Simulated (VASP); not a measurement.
Input of a VASP 6.6.1 run:

Contents of POSCAR:

```
Zr3Si2
1.0
    7.1084398562      0.0000000000      0.0000000000
    0.0000000000      7.1084398562      0.0000000000
    0.0000000000      0.0000000000      3.7051280719
Zr Si
6 4
Direct
    0.1739136669      0.6739136669      0.5000000000
    0.8260863331      0.3260863331      0.5000000000
    0.3260863331      0.1739136669      0.5000000000
    0.6739136669      0.8260863331      0.5000000000
    0.0000000000      0.0000000000      0.0242906583
    0.5000000000      0.5000000000     -0.0242906583
    0.6219463333      0.1219463333      0.0000000000
    0.3780536667      0.8780536667      0.0000000000
    0.8780536667      0.6219463333      0.0000000000
    0.1219463333      0.3780536667      0.0000000000
```

INCAR.step1

```
PREC     = Accurate       # precision mode
ENCUT    = 520            # plane-wave cutoff, eV
ISMEAR   = 0              # smearing method
SIGMA    = 0.15           # smearing width, eV
LREAL    = F              # projectors in reciprocal space
LASPH    = T              # aspherical terms in the spheres
NELM     = 100            # most SCF steps
NBANDS   = 55             # bands
GGA      = PE             # functional
ALGO     = Normal         # electronic algorithm
EDIFF    = 1E-4           # SCF threshold, eV
LWAVE    = T              # write WAVECAR
LCHARG   = F              # write CHGCAR
```

Contents of INCAR.step2:

```
PREC     = Accurate       # precision mode
ENCUT    = 520            # plane-wave cutoff, eV
EDIFF    = 1E-6           # SCF threshold, eV
ISMEAR   = 0              # smearing method
SIGMA    = 0.15           # smearing width, eV
LREAL    = F              # projectors in reciprocal space
LASPH    = T              # aspherical terms in the spheres
NELM     = 100            # most SCF steps
ALGO     = Normal         # electronic algorithm
ISIF     = 2              # what is computed and relaxed
LWAVE    = F              # write WAVECAR
LCHARG   = T              # write CHGCAR
METAGGA  = R2SCAN         # meta-GGA
LMIXTAU  = T            
LELF     = T              # ELF
LVHAR    = T            
NBANDS   = 55             # bands
ISTART   = 1
```

KPOINTS

```
Automatic mesh
0
Gamma
  6 6 10
```

Potentials or basis: VASP PAW PBE potentials, release 64 (Zr_sv, Si).

The run is started by

```bash
$ cat potpaw_PBE.64/Zr_sv/POTCAR potpaw_PBE.64/Si/POTCAR > POTCAR
$ cp INCAR.step1 INCAR
$ mpirun -np 1 vasp_std > vasp.out
$ cp INCAR.step2 INCAR
$ mpirun -np 1 vasp_std > vasp.out
```

Question: Estimate the largest force.

Answer: 0.530 eV/Å.

Question: Estimate the pressure.

Answer: 0.1 GPa.

Forces in eV/Å, atoms in the order of the input:
```
Zr   0.003  0.003  0.000
Zr  -0.003 -0.003  0.000
Zr  -0.003  0.003  0.000
Zr   0.003 -0.003  0.000
Zr   0.000  0.000 -0.530
Zr   0.000  0.000  0.530
Si   0.001  0.001  0.000
Si  -0.001 -0.001  0.000
Si  -0.001  0.001  0.000
Si   0.001 -0.001  0.000
```

Caveat: the cell differs from its parent crystal (atoms displaced along a vibrational mode); the PAW data sets were made with another functional, which shifts forces and pressure a little.
